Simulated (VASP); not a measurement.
# ZnSe in VASP: relaxation of the atoms with PBE

Aim: the relaxation of the atoms of ZnSe with PBE.

Everything below comes from runs of VASP 6.6.1. Logs are shortened: lines on timing, memory, paths and dates and some standing lists are left out, and cuts for length are marked.

## (1) The cell of the first run

The cell holds a slab with vacuum, 16 atoms: a = 8.106 Å, b = 5.732 Å, c = 22.080 Å, α = 90.00°, β = 90.00°, γ = 90.00°.

## (2) Relaxation of the atoms, PBE

Input file INCAR:

```
SYSTEM = ZnSe
ALGO = Normal
DIPOL = 0.5 0.5 0.500
EDIFF = 1E-6
EDIFFG = -0.03
ENCUT = 520
GGA = PE
IBRION = 2
IDIPOL = 3
ISIF = 2
ISMEAR = 0
LASPH = .TRUE.
LCHARG = .FALSE.
LDIPOL = .TRUE.
LREAL = Auto
LUSENCCL = .FALSE.
LWAVE = .FALSE.
NELM = 100
NSW = 90
PREC = Accurate
SIGMA = 0.05
```

Input file KPOINTS:

```
k-points
0
G
  2 3 1
  0 0 0
```

Input file POSCAR:

```
ZnSe
1.0
    8.1060462700      0.0000000000      0.0000000000
    0.0000000000      5.7318402861      0.0000000000
    0.0000000000      0.0000000000     22.0795347025
Zn Se
8 8
Selective dynamics
Direct
    0.2500000000      0.5000000000      0.3623264760  F F F
    0.7500000000      0.5000000000      0.3623264760  F F F
    0.5000000000      0.0000000000      0.4541088253  F F F
    0.0000000000      0.0000000000      0.4541088253  F F F
    0.7500000000      0.5000000000      0.5458911747  T T T
    0.2500000000      0.5000000000      0.5458911747  T T T
    0.0000000000      0.0000000000      0.6376735240  T T T
    0.5000000000      0.0000000000      0.6376735240  T T T
    0.5000000000      0.2500000000      0.3623264760  F F F
    0.0000000000      0.2500000000      0.3623264760  F F F
    0.7500000000      0.7500000000      0.4541088253  F F F
    0.2500000000      0.7500000000      0.4541088253  F F F
    0.0000000000      0.2500000000      0.5458911747  T T T
    0.5000000000      0.2500000000      0.5458911747  T T T
    0.2500000000      0.7500000000      0.6376735240  T T T
    0.7500000000      0.7500000000      0.6376735240  T T T
```

Potentials or basis: VASP PAW PBE potentials, release 64 (Zn, Se).

The run is started by

```console
> cat potpaw_PBE.64/Zn/POTCAR potpaw_PBE.64/Se/POTCAR > POTCAR
> mpirun -np 1 vasp_std > vasp.out
```

OUTCAR:

```text
SYSTEM = ZnSe
   EDIFF = 1E-6
   EDIFFG = -0.03
   ENCUT = 520
   GGA = PE
   IBRION = 2
   ISIF = 2
   ISMEAR = 0
   LASPH = .TRUE.
   LREAL = Auto
   NELM = 100
   NSW = 90
   PREC = Accurate

 ion  position               nearest neighbor table
   1  0.250  0.500  0.362-  12 2.48  10 2.48   9 2.48
   2  0.750  0.500  0.362-  11 2.48  10 2.48   9 2.48
   3  0.500  0.000  0.454-   9 2.48  11 2.48  12 2.48  14 2.48
   4  0.000  0.000  0.454-  10 2.48  11 2.48  12 2.48  13 2.48
   5  0.750  0.500  0.546-  16 2.48  14 2.48  13 2.48  11 2.48
   6  0.250  0.500  0.546-  15 2.48  14 2.48  13 2.48  12 2.48
   7  0.000  0.000  0.638-  13 2.48  15 2.48  16 2.48
   8  0.500  0.000  0.638-  14 2.48  15 2.48  16 2.48
   9  0.500  0.250  0.362-   3 2.48   2 2.48   1 2.48
  10  0.000  0.250  0.362-   4 2.48   2 2.48   1 2.48
  11  0.750  0.750  0.454-   2 2.48   3 2.48   4 2.48   5 2.48
  12  0.250  0.750  0.454-   1 2.48   3 2.48   4 2.48   6 2.48
  13  0.000  0.250  0.546-   7 2.48   6 2.48   5 2.48   4 2.48
  14  0.500  0.250  0.546-   8 2.48   6 2.48   5 2.48   3 2.48
  15  0.250  0.750  0.638-   6 2.48   7 2.48   8 2.48
  16  0.750  0.750  0.638-   5 2.48   7 2.48   8 2.48
[... 8 lines left out ...]
 A1 = (   0.0000000000,  -5.7318402861,   0.0000000000)
 A2 = (   8.1060462700,   0.0000000000,   0.0000000000)
 A3 = (   0.0000000000,   0.0000000000,  22.0795347025)

Analysis of symmetry for initial positions (statically):
=====================================================================
 Subroutine PRICEL returns following result:

  LATTYP: Found a simple orthorhombic cell.
 ALAT       =     4.0530231350
 B/A-ratio  =     1.4142135624
 C/A-ratio  =     5.4476705331
[... 12 lines left out ...]
 Subroutine GETGRP returns: Found  4 space group operations
 (whereof  2 operations were pure point group operations)
 out of a pool of  8 trial point group operations.

The static configuration has the point symmetry C_1h.
 The point group associated with its full space group is C_2v.

Analysis of symmetry for dynamics (positions and initial velocities):
=====================================================================
 Subroutine PRICEL returns following result:

  LATTYP: Found a simple orthorhombic cell.
 ALAT       =     4.0530231350
 B/A-ratio  =     1.4142135624
 C/A-ratio  =     5.4476705331
[... 12 lines left out ...]
 Subroutine GETGRP returns: Found  4 space group operations
 (whereof  2 operations were pure point group operations)
 out of a pool of  8 trial point group operations.

The dynamic configuration has the point symmetry C_1h.
 The point group associated with its full space group is C_2v.

Analysis of constrained symmetry for selective dynamics:
=====================================================================
 Subroutine PRICEL returns following result:

  LATTYP: Found a simple orthorhombic cell.
 ALAT       =     4.0530231350
 B/A-ratio  =     1.4142135624
 C/A-ratio  =     5.4476705331
[... 12 lines left out ...]
 Subroutine GETGRP returns: Found  2 space group operations
 (whereof  2 operations were pure point group operations)
 out of a pool of  8 trial point group operations.

The constrained configuration has the point symmetry C_1h.

 Subroutine INISYM returns: Found  2 space group operations
 (whereof  2 operations are pure point group operations),
 and found     2 'primitive' translations

----------------------------------------------------------------------------------------

                                     Primitive cell

  volume of cell :     512.9359

  direct lattice vectors                    reciprocal lattice vectors
     4.053023135  0.000000000  0.000000000     0.246729408  0.000000000  0.000000000
     0.000000000  5.731840286  0.000000000     0.000000000  0.174464038  0.000000000
     0.000000000  0.000000000 22.079534702     0.000000000  0.000000000  0.045290809

  length of vectors
     4.053023135  5.731840286 22.079534702     0.246729408  0.174464038  0.045290809

  position of ions in fractional coordinates (direct lattice)
     0.500000000  0.500000000  0.362326476
     0.000000000  0.000000000  0.454108825
     0.500000000  0.500000000  0.545891175
     0.000000000  0.000000000  0.637673524
     0.000000000  0.250000000  0.362326476
     0.500000000  0.750000000  0.454108825
     0.000000000  0.250000000  0.545891175
     0.500000000  0.750000000  0.637673524

  ion indices of the primitive-cell ions
   primitive index   ion index
                 1           1
                 2           3
                 3           6
                 4           7
                 5           9
                 6          12
                 7          13
                 8          15

----------------------------------------------------------------------------------------

 KPOINTS: k-points

Automatic generation of k-mesh.
 Grid dimensions read from file:
 generate k-points for:    2    3    1

 Generating k-lattice:

  Cartesian coordinates                     Fractional coordinates (reciprocal lattice)
     0.061682352  0.000000000  0.000000000     0.500000000  0.000000000  0.000000000
     0.000000000  0.058154679  0.000000000     0.000000000  0.333333333  0.000000000
     0.000000000  0.000000000  0.045290809     0.000000000  0.000000000  1.000000000

  Length of vectors
     0.061682352  0.058154679  0.045290809

  Shift w.r.t. Gamma in fractional coordinates (k-lattice)
     0.000000000  0.000000000  0.000000000

 Subroutine IBZKPT returns following result:
 ===========================================

 Found      4 irreducible k-points:

 Following reciprocal coordinates:
            Coordinates               Weight
  0.000000  0.000000  0.000000      1.000000
  0.500000  0.000000  0.000000      1.000000
  0.000000  0.333333  0.000000      2.000000
  0.500000  0.333333  0.000000      2.000000
   k-points           NKPTS =      4   k-points in BZ     NKDIM =      4   number of bands    NBANDS=     86
   number of dos      NEDOS =    301   number of ions     NIONS =     16
   total plane-waves  NPLWV = 483840
   dimension x,y,z NGX =    60 NGY =   48 NGZ =  168
   dimension x,y,z NGXF=   120 NGYF=   96 NGZF=  336
   ions per type =               8   8
   NGX,Y,Z   is equivalent  to a cutoff of  12.31, 13.92, 12.65 a.u.
   NGXF,Y,Z  is equivalent  to a cutoff of  24.61, 27.84, 25.30 a.u.
 SYSTEM =  ZnSe
   PREC   = accura    normal or accurate (medium, high low for compatibility)
   ISTART =      0    job   : 0-new  1-cont  2-samecut
   ICHARG =      2    charge: 1-file 2-atom 10-const
   ISPIN  =      1    spin polarized calculation?
   LNONCOLLINEAR =      F non collinear calculations
   LSORBIT =      F    spin-orbit coupling
   LASPH  =      T    aspherical Exc in radial PAW
   ENCUT  =  520.0 eV  38.22 Ry    6.18 a.u.  15.07 10.66 41.05*2*pi/ulx,y,z
   NELM   =    100;   NELMIN=  2; NELMDL= -5     # of ELM steps
   EDIFF  = 0.1E-05   stopping-criterion for ELM
   LREAL  =      T    real-space projection
   EDIFFG = -.3E-01   stopping-criterion for IOM
   NSW    =     90    number of steps for IOM
   IBRION =      2    ionic relax: 0-MD 1-quasi-New 2-CG
   NFREE  =      1    steps in history (QN), initial steepest desc. (CG)
   ISIF   =      2    stress and relaxation
   ISYM   =      2    0-nonsym 1-usesym 2-fastsym
   POTIM  = 0.5000    time-step for ionic-motion
   TEBEG  =    0.0;   TEEND  =   0.0 temperature during run
   PSTRESS=    0.0 pullay stress
   NELECT =     144.0000    total number of electrons
   NUPDOWN=      -1.0000    fix difference up-down
   EMIN   =  10.00;   EMAX   =-10.00  energy-range for DOS
   EFERMI =   0.00;   METHOD = LEGACY
   ISMEAR =     0;   SIGMA  =   0.05  broadening in eV -4-tet -1-fermi 0-gaus
   EFERMI_NEDOS =   21; number of points for ismear=-14 and -15
   IALGO  =     38    algorithm
   IMIX   =      4    mixing-type and parameters
     AMIX     =   0.40;   BMIX     =  1.00
     AMIX_MAG =   1.60;   BMIX_MAG =  1.00
  volume/ion in A,a.u.               =      64.12       432.68
  Fermi-wavevector in a.u.,A,eV,Ry     =   0.850807  1.607793  9.848895  0.723873
  Thomas-Fermi vector in A             =   1.966842
   LORBIT       =      0    0 simple, 1 ext, 2 COOP (PROOUT), +10 PAW based schemes
   GGA     = PE    functional components
   LHFCALC =     F    Hartree Fock is set to
   AEXX    =    0.0000 exact exchange contribution
   IVDW    =     0    specifies the selected vdW correction
   LEPSILON=     F    determine dielectric tensor
   LRPA    =     F    only Hartree local field effects (RPA)
 conjugate gradient relaxation of ions
 non-spin polarized calculation
 Gauss-broadening in eV      SIGMA  =   0.05
  energy-cutoff  :      520.00
  volume of cell :     1025.87
 maximum number of plane-waves:     27630
   NGX = 31   NGY = 21   NGZ = 83

--------------------------------------- Ionic step        1  -------------------------------------------

 number of electron     144.0000056 magnetization

 Free energy of the ion-electron system (eV)
  ---------------------------------------------------
  ext. energy  EPLUGINS =         0.00000000
  ---------------------------------------------------
  free energy    TOTEN  =       -44.44594599 eV

  energy without entropy =      -44.44594599  energy(sigma->0) =      -44.44594599

------------------------ aborting loop because EDIFF is reached ----------------------------------------

  FORCE on cell =-STRESS in cart. coord.  units (eV):
  Direction    XX          YY          ZZ          XY          YZ          ZX
  --------------------------------------------------------------------------------------
  -------------------------------------------------------------------------------------
  Total       -4.0317963     -4.4554037     -0.8351287      0.0000000     -0.0000013      0.0000000
  in kB       -6.2967448     -6.9583227     -1.3042802      0.0000000     -0.0000020      0.0000000
  external PRESSURE =      -4.8531159 kB  Pullay stress =       0.0000000 kB
[... 31 lines left out ...]
  FREE ENERGIE OF THE ION-ELECTRON SYSTEM (eV)
  ---------------------------------------------------
  free  energy   TOTEN  =       -44.4459459874 eV

  energy  without entropy=      -44.4459459874  energy(sigma->0) =      -44.44594599

 dipolmoment           0.000000      0.000000     -0.000000 electrons x Angstroem

--------------------------------------- Ionic step        2  -------------------------------------------

 number of electron     144.0000051 magnetization

------------------------ aborting loop because EDIFF is reached ----------------------------------------
[... 89 lines left out ...]
  FREE ENERGIE OF THE ION-ELECTRON SYSTEM (eV)
  ---------------------------------------------------
  free  energy   TOTEN  =       -45.0403071659 eV

  energy  without entropy=      -45.0403071659  energy(sigma->0) =      -45.04030717

 vacuum level on the upper side and lower side of the slab       (xc-potential included)         0.049        -0.148

[... ionic steps 4 to 19 ...]

--------------------------------------- Ionic step       20  -------------------------------------------

 number of electron     144.0000067 magnetization

------------------------ aborting loop because EDIFF is reached ----------------------------------------
[... 95 lines left out ...]
--------------------------------------- Ionic step       22  -------------------------------------------

 number of electron     144.0000071 magnetization

 dipolmoment           0.000000      0.000000      0.085402 electrons x Angstroem

 Free energy of the ion-electron system (eV)
  ---------------------------------------------------
  ext. energy  EPLUGINS =         0.00000000
  ---------------------------------------------------
  free energy    TOTEN  =       -45.36869651 eV

  energy without entropy =      -45.36869651  energy(sigma->0) =      -45.36869651

 E-fermi :  -2.7271     XC(G=0):  -3.9785

 val. band max:       -2.9743679001   @ k =   0.0000   0.0000   0.0000
 cond. band min:      -1.6225912885   @ k =   0.0000   0.0000   0.0000
 fundamental gap:      1.3517766116
 Fermi energy:        -2.7271007574

 k-point     1 :       0.0000    0.0000    0.0000
  band No.  band energies     occupation
      1     -15.8083      2.00000
      2     -15.3015      2.00000
      3     -15.2529      2.00000
      4     -15.1588      2.00000
      5     -14.9382      2.00000
      6     -14.7750      2.00000
[... 337 lines left out ...]
     83       2.4194      0.00000
     84       2.4194      0.00000
 [bands above 84 left out]

------------------------ aborting loop because EDIFF is reached ----------------------------------------

 vacuum level on the upper side and lower side of the slab       (xc-potential included)        -0.011        -0.319

  FORCE on cell =-STRESS in cart. coord.  units (eV):
  Direction    XX          YY          ZZ          XY          YZ          ZX
  --------------------------------------------------------------------------------------
  -------------------------------------------------------------------------------------
  Total       -2.5127741     -2.4174301     -0.5175230      0.0000000      1.7092133      0.0000000
  in kB       -3.9243791     -3.7754735     -0.8082527      0.0000000      2.6694007      0.0000000
  external PRESSURE =      -2.8360351 kB  Pullay stress =       0.0000000 kB
[... 31 lines left out ...]
  FREE ENERGIE OF THE ION-ELECTRON SYSTEM (eV)
  ---------------------------------------------------
  free  energy   TOTEN  =       -45.3686965056 eV

  energy  without entropy=      -45.3686965056  energy(sigma->0) =      -45.36869651

 reached required accuracy - stopping structural energy minimisation

 vacuum level on the upper side and lower side of the slab         2.471         2.155
```

It took 19 min on 1 × NVIDIA H100 80GB with 1 thread of AMD EPYC 7R13 (Zen 3), shared host; peak memory 1.8 GiB.

What came out:

```
Free energy               : -45.3687 eV
Energy gained by relaxing : 57.7 meV/atom
Ionic steps               : 22
Band gap on the k mesh    : 1.35 eV
```

The path:
| step | energy change (eV) | largest force on free atoms (eV/Å) | pressure (GPa) |
| --- | --- | --- | --- |
| 1 | 0.0000 | 1.4167 | -0.49 |
| 2 | -0.2694 | 1.1088 | -0.44 |
| 3 | -0.5944 | 0.6365 | -0.30 |
| 4 | -0.7395 | 0.5006 | -0.36 |
| 5 | -0.8832 | 0.2119 | -0.46 |
| 6 | -0.8840 | 0.2187 | -0.47 |
| 7 | -0.8962 | 0.1576 | -0.44 |
| 8 | -0.8963 | 0.1444 | -0.44 |
| 9 | -0.9035 | 0.0878 | -0.42 |
| 10 | -0.9054 | 0.1236 | -0.40 |
| 11 | -0.9102 | 0.0939 | -0.39 |
| 12 | -0.9132 | 0.0709 | -0.37 |
| 13 | -0.9137 | 0.1404 | -0.32 |
| 14 | -0.9144 | 0.0954 | -0.34 |
| 15 | -0.9180 | 0.0834 | -0.31 |
| 16 | -0.9189 | 0.0875 | -0.30 |
| 17 | -0.9190 | 0.1098 | -0.27 |
| 18 | -0.9192 | 0.0982 | -0.29 |
| 19 | -0.9221 | 0.0421 | -0.28 |
| 20 | -0.9222 | 0.0355 | -0.27 |
| 21 | -0.9223 | 0.0330 | -0.27 |
| 22 | -0.9228 | 0.0210 | -0.28 |

Final structure:
```
CELL_PARAMETERS angstrom
8.10605 0.00000 0.00000
0.00000 5.73184 0.00000
0.00000 0.00000 22.07953
ATOMIC_POSITIONS crystal
Zn 0.25000 0.50000 0.36233
Zn 0.75000 0.50000 0.36233
Zn 0.50000 0.00000 0.45411
Zn 0.00000 0.00000 0.45411
Zn 0.75000 0.50636 0.55070
Zn 0.25000 0.50636 0.55070
Zn 0.00000 0.93674 0.61642
Zn 0.50000 0.93674 0.61642
Se 0.50000 0.25000 0.36233
Se 0.00000 0.25000 0.36233
Se 0.75000 0.75000 0.45411
Se 0.25000 0.75000 0.45411
Se 0.00000 0.25742 0.54568
Se 0.50000 0.25742 0.54568
Se 0.25000 0.73675 0.64494
Se 0.75000 0.73675 0.64494
```
